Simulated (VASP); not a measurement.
# SnSe2 (P-3m1) in VASP: a series of runs

Runs on SnSe2. Level: PBE+D3(BJ). Tasks: single point, relaxation of cell and atoms.

Program: VASP 6.6.1. These are calculated values, not measurements. Logs are shortened: lines on timing, memory, paths and dates and some standing lists are left out, and cuts for length are marked.

### Step 1. The cell of the first run

Symmetry: P-3m1, No. 164, trigonal system. The conventional cell has a = 3.840 Å, b = 3.840 Å, c = 6.010 Å, α = 90.00°, β = 90.00°, γ = 120.00°. Sn (site symmetry -3m) has 6 Se at 2.73 Å within 3.6 Å. Within 3.6 Å of Se (site symmetry 3m) lie 3 Sn at 2.73 Å and 3 Se at 3.59 Å.

### Step 2. Single point, PBE+D3(BJ)

Input file INCAR:

```
SYSTEM = SnSe2
PREC     = Accurate       ! precision mode
ENCUT    = 520            ! plane-wave cutoff, eV
EDIFF    = 1E-6           ! SCF threshold, eV
ISMEAR   = 0              ! smearing method
SIGMA    = 0.02           ! smearing width, eV
LREAL    = .False.        ! projectors in reciprocal space
LASPH    = .True.         ! aspherical terms in the spheres
NELM     = 100            ! most SCF steps
ALGO     = Normal         ! electronic algorithm
ISIF     = 2              ! what is computed and relaxed
LWAVE    = .False.        ! write WAVECAR
LCHARG   = .True.         ! write CHGCAR
GGA      = PE             ! functional
IVDW     = 12             ! dispersion correction
LELF     = .True.         ! ELF
LVHAR    = .True.       
NBANDS   = 20             ! bands
```

Input file KPOINTS:

```
Automatic mesh
0
Gamma
  12 12 6
  0 0 0
```

Input file POSCAR:

```
SnSe2
1.0
    3.8400588335      0.0000000000      0.0000000000
   -1.9200294167      3.3255885018      0.0000000000
    0.0000000000      0.0000000000      6.0097292652
Sn Se
1 2
Direct
    0.0000000000      0.0000000000      0.0000000000
    0.3333333333      0.6666666667      0.2651382426
    0.6666666667      0.3333333333      0.7348617574
```

Potentials or basis: VASP PAW PBE potentials, release 64 (Sn_d, Se).

Command:

```sh
> cat potpaw_PBE.64/Sn_d/POTCAR potpaw_PBE.64/Se/POTCAR > POTCAR
> mpirun -np 1 vasp_std > vasp.out
```

OUTCAR:

```text
SYSTEM = SnSe2
   PREC = Accurate
   ENCUT = 520
   EDIFF = 1E-6
   ISMEAR = 0
   LREAL = .False.
   LASPH = .True.
   NELM = 100
   ISIF = 2
   GGA = PE
   IVDW = 12
 IVDW          = 12

 ion  position               nearest neighbor table
   1  0.000  0.000  0.000-   2 2.73   3 2.73   2 2.73   3 2.73   3 2.73   2 2.73
   2  0.333  0.667  0.265-   1 2.73   1 2.73   1 2.73
   3  0.667  0.333  0.735-   1 2.73   1 2.73   1 2.73

  LATTYP: Found a hexagonal cell.
 ALAT       =     3.8400588335
 C/A-ratio  =     1.5650096849

  Lattice vectors:

 A1 = (   3.8400588335,   0.0000000000,   0.0000000000)
 A2 = (  -1.9200294167,   3.3255885018,   0.0000000000)
 A3 = (   0.0000000000,   0.0000000000,   6.0097292652)

Analysis of symmetry for initial positions (statically):
=====================================================================
 Subroutine PRICEL returns:
 Original cell was already a primitive cell.

 Routine SETGRP: Setting up the symmetry group for a
 hexagonal supercell.

 Subroutine GETGRP returns: Found 12 space group operations
 (whereof 12 operations were pure point group operations)
 out of a pool of 24 trial point group operations.

The static configuration has the point symmetry D_3d.

Analysis of symmetry for dynamics (positions and initial velocities):
=====================================================================
 Subroutine PRICEL returns:
 Original cell was already a primitive cell.

 Routine SETGRP: Setting up the symmetry group for a
 hexagonal supercell.

 Subroutine GETGRP returns: Found 12 space group operations
 (whereof 12 operations were pure point group operations)
 out of a pool of 24 trial point group operations.

The dynamic configuration has the point symmetry D_3d.

 Subroutine INISYM returns: Found 12 space group operations
 (whereof 12 operations are pure point group operations),
 and found     1 'primitive' translations

----------------------------------------------------------------------------------------

                                     Primitive cell

  volume of cell :      76.7470

  direct lattice vectors                    reciprocal lattice vectors
     3.840058834  0.000000000  0.000000000     0.260412677  0.150349329  0.000000000
    -1.920029417  3.325588502  0.000000000     0.000000000  0.300698658  0.000000000
     0.000000000  0.000000000  6.009729265     0.000000000  0.000000000  0.166396847

  length of vectors
     3.840058834  3.840058833  6.009729265     0.300698658  0.300698658  0.166396847

  position of ions in fractional coordinates (direct lattice)
     0.000000000  0.000000000  0.000000000
     0.333333333  0.666666667  0.265138243
     0.666666667  0.333333333  0.734861757

  ion indices of the primitive-cell ions
   primitive index   ion index
                 1           1
                 2           2
                 3           3

----------------------------------------------------------------------------------------

 KPOINTS: Automatic mesh

Automatic generation of k-mesh.
 Grid dimensions read from file:
 generate k-points for:   12   12    6

 Generating k-lattice:

  Cartesian coordinates                     Fractional coordinates (reciprocal lattice)
     0.021701056  0.012529111  0.000000000     0.083333333  0.000000000  0.000000000
     0.000000000  0.025058222  0.000000000     0.000000000  0.083333333  0.000000000
     0.000000000  0.000000000  0.027732808     0.000000000  0.000000000  0.166666667

  Length of vectors
     0.025058222  0.025058222  0.027732808

  Shift w.r.t. Gamma in fractional coordinates (k-lattice)
     0.000000000  0.000000000  0.000000000

 Subroutine IBZKPT returns following result:
 ===========================================

 Found    100 irreducible k-points:

 Following reciprocal coordinates:
            Coordinates               Weight
  0.000000  0.000000  0.000000      1.000000
  0.083333  0.000000  0.000000      6.000000
  0.166667  0.000000  0.000000      6.000000
  0.250000  0.000000  0.000000      6.000000
  0.333333  0.000000  0.000000      6.000000
  0.416667  0.000000  0.000000      6.000000
[... 16 lines left out ...]
  0.166667  0.000000  0.166667      6.000000
  0.000000  0.166667  0.166667      6.000000
 [... further k-points ...]
   k-points           NKPTS =    100   k-points in BZ     NKDIM =    100   number of bands    NBANDS=     20
   number of dos      NEDOS =    301   number of ions     NIONS =      3
   total plane-waves  NPLWV =  43200
   dimension x,y,z NGX =    30 NGY =   30 NGZ =   48
   dimension x,y,z NGXF=    60 NGYF=   60 NGZF=   96
   ions per type =               1   2
   NGX,Y,Z   is equivalent  to a cutoff of  12.99, 12.99, 13.28 a.u.
   NGXF,Y,Z  is equivalent  to a cutoff of  25.98, 25.98, 26.56 a.u.
 SYSTEM =  SnSe2
   PREC   = accura    normal or accurate (medium, high low for compatibility)
   ISTART =      0    job   : 0-new  1-cont  2-samecut
   ICHARG =      2    charge: 1-file 2-atom 10-const
   ISPIN  =      1    spin polarized calculation?
   LNONCOLLINEAR =      F non collinear calculations
   LSORBIT =      F    spin-orbit coupling
   LASPH  =      T    aspherical Exc in radial PAW
   ENCUT  =  520.0 eV  38.22 Ry    6.18 a.u.   7.14  7.14 11.17*2*pi/ulx,y,z
   NELM   =    100;   NELMIN=  2; NELMDL= -5     # of ELM steps
   EDIFF  = 0.1E-05   stopping-criterion for ELM
   LREAL  =      F    real-space projection
   EDIFFG = 0.1E-04   stopping-criterion for IOM
   NSW    =      0    number of steps for IOM
   IBRION =     -1    ionic relax: 0-MD 1-quasi-New 2-CG
   NFREE  =      0    steps in history (QN), initial steepest desc. (CG)
   ISIF   =      2    stress and relaxation
   ISYM   =      2    0-nonsym 1-usesym 2-fastsym
   POTIM  = 0.5000    time-step for ionic-motion
   TEBEG  =    0.0;   TEEND  =   0.0 temperature during run
   PSTRESS=    0.0 pullay stress
   NELECT =      26.0000    total number of electrons
   NUPDOWN=      -1.0000    fix difference up-down
   EMIN   =  10.00;   EMAX   =-10.00  energy-range for DOS
   EFERMI =   0.00;   METHOD = LEGACY
   ISMEAR =     0;   SIGMA  =   0.02  broadening in eV -4-tet -1-fermi 0-gaus
   EFERMI_NEDOS =   21; number of points for ismear=-14 and -15
   IALGO  =     38    algorithm
   IMIX   =      4    mixing-type and parameters
     AMIX     =   0.40;   BMIX     =  1.00
     AMIX_MAG =   1.60;   BMIX_MAG =  1.00
  volume/ion in A,a.u.               =      25.58       172.64
  Fermi-wavevector in a.u.,A,eV,Ry     =   1.141245  2.156640 17.720771  1.302440
  Thomas-Fermi vector in A             =   2.277945
   LORBIT       =      0    0 simple, 1 ext, 2 COOP (PROOUT), +10 PAW based schemes
   GGA     = PE    functional components
   LHFCALC =     F    Hartree Fock is set to
   AEXX    =    0.0000 exact exchange contribution
   IVDW    =    12    specifies the selected vdW correction
   LEPSILON=     F    determine dielectric tensor
   LRPA    =     F    only Hartree local field effects (RPA)
 non-spin polarized calculation
 Gauss-broadening in eV      SIGMA  =   0.02
  energy-cutoff  :      520.00
  volume of cell :       76.75
 maximum number of plane-waves:      2098
 NGX is ok and might be reduce to    30
   NGX = 15   NGY = 15   NGZ = 23

 number of electron      26.0000002 magnetization

 Free energy of the ion-electron system (eV)
  ---------------------------------------------------
  ext. energy  EPLUGINS =         0.00000000
  ---------------------------------------------------
  free energy    TOTEN  =       -11.80688023 eV

  energy without entropy =      -11.80688023  energy(sigma->0) =      -11.80688023

 E-fermi :   4.5994     XC(G=0):  -9.5624

 val. band max:        4.4448070163   @ k =   0.0833   0.0833   0.0000
 cond. band min:       4.7886991537   @ k =   0.0000   0.4167   0.3333
 fundamental gap:      0.3438921374
 Fermi energy:         4.5993788399

 k-point     1 :       0.0000    0.0000    0.0000
  band No.  band energies     occupation
      1     -16.9771      2.00000
      2     -16.9771      2.00000
      3     -16.9430      2.00000
      4     -16.9318      2.00000
      5     -16.9318      2.00000
      6      -9.5154      2.00000
[... 12 lines left out ...]
     19      13.2995      0.00000
     20      13.2995      0.00000

 k-point     2 :       0.0833    0.0000    0.0000
  band No.  band energies     occupation
      1     -16.9796      2.00000
      2     -16.9746      2.00000
      3     -16.9413      2.00000
      4     -16.9335      2.00000
      5     -16.9317      2.00000
      6      -9.4492      2.00000
[... 12 lines left out ...]
     19      12.6372      0.00000
     20      13.3511      0.00000

 k-point     3 :       0.1667    0.0000    0.0000
  band No.  band energies     occupation
      1     -16.9874      2.00000
      2     -16.9684      2.00000
      3     -16.9393      2.00000
      4     -16.9345      2.00000
      5     -16.9306      2.00000
      6      -9.2550      2.00000
[... 12 lines left out ...]
     19      12.3560      0.00000
     20      13.4574      0.00000

 k-point     4 :       0.2500    0.0000    0.0000
  band No.  band energies     occupation
      1     -16.9991      2.00000
      2     -16.9619      2.00000
      3     -16.9442      2.00000
      4     -16.9272      2.00000
      5     -16.9271      2.00000
      6      -8.9486      2.00000
[... 12 lines left out ...]
     19      12.4480      0.00000
     20      13.8980      0.00000

 k-point     5 :       0.3333    0.0000    0.0000
  band No.  band energies     occupation
      1     -17.0115      2.00000
      2     -16.9580      2.00000
      3     -16.9490      2.00000
      4     -16.9211      2.00000
      5     -16.9191      2.00000
      6      -8.5648      2.00000
[... 12 lines left out ...]
     19      13.2481      0.00000
     20      14.4786      0.00000

 k-point     6 :       0.4167    0.0000    0.0000
  band No.  band energies     occupation
      1     -17.0209      2.00000
      2     -16.9567      2.00000
      3     -16.9523      2.00000
      4     -16.9151      2.00000
      5     -16.9131      2.00000
      6      -8.1780      2.00000
[... 12 lines left out ...]
     19      14.1113      0.00000
     20      15.0682      0.00000

 k-point     7 :       0.5000    0.0000    0.0000
  band No.  band energies     occupation
      1     -17.0244      2.00000
      2     -16.9564      2.00000
      3     -16.9535      2.00000
      4     -16.9127      2.00000
      5     -16.9110      2.00000
      6      -7.9736      2.00000
[... 12 lines left out ...]
     19      14.4625      0.00000
     20      15.4406      0.00000
[... 277 lines left out ...]
 k-point    20 :       0.0000    0.0000    0.1667
  band No.  band energies     occupation
      1     -16.9771      2.00000
      2     -16.9771      2.00000
      3     -16.9429      2.00000
      4     -16.9318      2.00000
      5     -16.9318      2.00000
      6      -9.4584      2.00000
[... 12 lines left out ...]
     19      13.0354      0.00000
     20      13.0354      0.00000

 k-point    21 :       0.0833    0.0000    0.1667
  band No.  band energies     occupation
      1     -16.9796      2.00000
      2     -16.9746      2.00000
      3     -16.9412      2.00000
      4     -16.9335      2.00000
      5     -16.9316      2.00000
      6      -9.3926      2.00000
[... 12 lines left out ...]
     19      12.6697      0.00000
     20      13.3541      0.00000

 k-point    22 :       0.0000    0.0833    0.1667
  band No.  band energies     occupation
      1     -16.9796      2.00000
      2     -16.9746      2.00000
      3     -16.9412      2.00000
      4     -16.9335      2.00000
      5     -16.9317      2.00000
      6      -9.3925      2.00000
[... 12 lines left out ...]
     19      12.5374      0.00000
     20      12.9663      0.00000

 k-point    23 :       0.1667    0.0000    0.1667
  band No.  band energies     occupation
      1     -16.9874      2.00000
      2     -16.9684      2.00000
      3     -16.9393      2.00000
      4     -16.9345      2.00000
      5     -16.9306      2.00000
      6      -9.1999      2.00000
[... 12 lines left out ...]
     19      12.7914      0.00000
     20      13.1414      0.00000

 k-point    24 :       0.0000    0.1667    0.1667
  band No.  band energies     occupation
      1     -16.9874      2.00000
      2     -16.9684      2.00000
      3     -16.9394      2.00000
      4     -16.9344      2.00000
      5     -16.9306      2.00000
      6      -9.1995      2.00000
[... 12 lines left out ...]
     19      12.1513      0.00000
     20      13.1114      0.00000

 [... further k-points ...]

------------------------ aborting loop because EDIFF is reached ----------------------------------------

 Edisp (eV)   -1.09153

 E8    (eV) :    -0.4778

  FORCE on cell =-STRESS in cart. coord.  units (eV):
  Direction    XX          YY          ZZ          XY          YZ          ZX
  --------------------------------------------------------------------------------------
  -------------------------------------------------------------------------------------
  Total       0.02692     0.02692     0.04024     0.00000    -0.00000    -0.00000
  in kB       0.56207     0.56207     0.84011     0.00000    -0.00000    -0.00000
  external pressure =        0.65 kB  Pullay stress =        0.00 kB

 VOLUME and BASIS-vectors are now :
 -----------------------------------------------------------------------------
  energy-cutoff  :      520.00
  volume of cell :       76.75
      direct lattice vectors                 reciprocal lattice vectors
     3.840058834  0.000000000  0.000000000     0.260412677  0.150349329  0.000000000
    -1.920029417  3.325588502  0.000000000     0.000000000  0.300698658  0.000000000
     0.000000000  0.000000000  6.009729265     0.000000000  0.000000000  0.166396847

 POSITION                                       TOTAL-FORCE (eV/Angst)
 -----------------------------------------------------------------------------------
      0.00000      0.00000      0.00000        -0.000000      0.000000      0.000000
     -0.00000      2.21706      1.59341        -0.000000     -0.000000      0.015517
      1.92003      1.10853      4.41632         0.000000      0.000000     -0.015517
 -----------------------------------------------------------------------------------
    total drift:                                0.000000      0.000000      0.000000

  FREE ENERGIE OF THE ION-ELECTRON SYSTEM (eV)
  ---------------------------------------------------
  free  energy   TOTEN  =       -12.8984117743 eV

  energy  without entropy=      -12.8984117743  energy(sigma->0) =      -12.89841177
```

Run time: 3.4 min. Hardware: 1 thread of Intel Xeon 8259CL, shared host; peak memory 0.31 GiB.

What came out:

```
Free energy                : -12.8984 eV
Pressure                   : 0.1 GPa
Largest force              : 0.016 eV/Å
Band gap on the k mesh     : 0.34 eV (least direct gap 0.81 eV)
Dispersion energy per atom : -0.364 eV
```

Forces in eV/Å, atoms in the order of the input:
```
Sn   0.000  0.000  0.000
Se   0.000  0.000  0.016
Se   0.000  0.000 -0.016
```

Levels at points of the mesh, in eV from the valence-band top:
```csv
k point,band 9,band 10,band 11,band 12,band 13,band 14,band 15,band 16,band 17,band 18
"(0.00, 0.00, 0.00)",-0.74,-0.74,-0.58,-0.58,-0.14,0.68,2.89,4.46,4.46,8.05
"(0.50, 0.00, 0.00)",-4.38,-3.26,-2.69,-1.70,-0.40,1.08,3.48,4.87,4.99,6.81
"(0.00, 0.00, 0.50)",-2.47,-0.91,-0.91,-0.32,-0.32,2.36,2.75,4.07,4.07,7.35
"(0.50, 0.00, 0.50)",-5.04,-2.40,-2.08,-1.13,-1.01,0.59,3.88,4.50,5.71,5.94
```

Caveat: semilocal functionals underestimate gaps, and a narrow one can read as zero; spin-orbit coupling is left out, which moves the levels of the heavy elements. A k mesh can miss the band edges.

### Step 3. Single point, PBE+D3(BJ)

Input file INCAR:

```
PREC = Accurate
ENCUT = 520
EDIFF = 1E-6
ISMEAR = 0
SIGMA = 0.02
LREAL = False
LASPH = True
NELM = 80
ALGO = Normal
ISIF = 2
LWAVE = False
LCHARG = True
GGA = PE
IVDW = 12
LELF = True
LVHAR = True
NBANDS = 20
```

Input file KPOINTS:

```
Automatic mesh
0
Gamma
  12 12 6
```

POSCAR is that of step 2.

Potentials or basis: VASP PAW PBE potentials, release 64 (Sn_d, Se).

Command:

```sh
> cat potpaw_PBE.64/Sn_d/POTCAR potpaw_PBE.64/Se/POTCAR > POTCAR
> mpirun -np 1 vasp_std > vasp.out
```

It took 3.8 min on 1 thread of Intel Xeon 8259CL, shared host; peak memory 0.31 GiB.

It converged, with:

- Free energy: -12.8984 eV
- Pressure: 0.1 GPa
- Largest force: 0.016 eV/Å
- Band gap on the k mesh: 0.34 eV (least direct gap 0.81 eV)
- Dispersion energy per atom: -0.364 eV

Forces in eV/Å, atoms in the order of the input:
```
Sn   0.000  0.000  0.000
Se   0.000  0.000  0.016
Se   0.000  0.000 -0.016
```

Levels at points of the mesh, in eV from the valence-band top:
```csv
k point,band 10,band 11,band 12,band 13,band 14,band 15,band 16,band 17
"(0.00, 0.00, 0.00)",-0.74,-0.58,-0.58,-0.14,0.68,2.89,4.46,4.46
"(0.50, 0.00, 0.00)",-3.26,-2.69,-1.70,-0.40,1.08,3.48,4.87,4.99
"(0.00, 0.00, 0.50)",-0.91,-0.91,-0.32,-0.32,2.36,2.75,4.07,4.07
"(0.50, 0.00, 0.50)",-2.40,-2.08,-1.13,-1.01,0.59,3.88,4.50,5.71
```

Caveat: semilocal functionals underestimate gaps, and a narrow one can read as zero; spin-orbit coupling is left out, which moves the levels of the heavy elements.

(Part 1 of 2 ends here.)
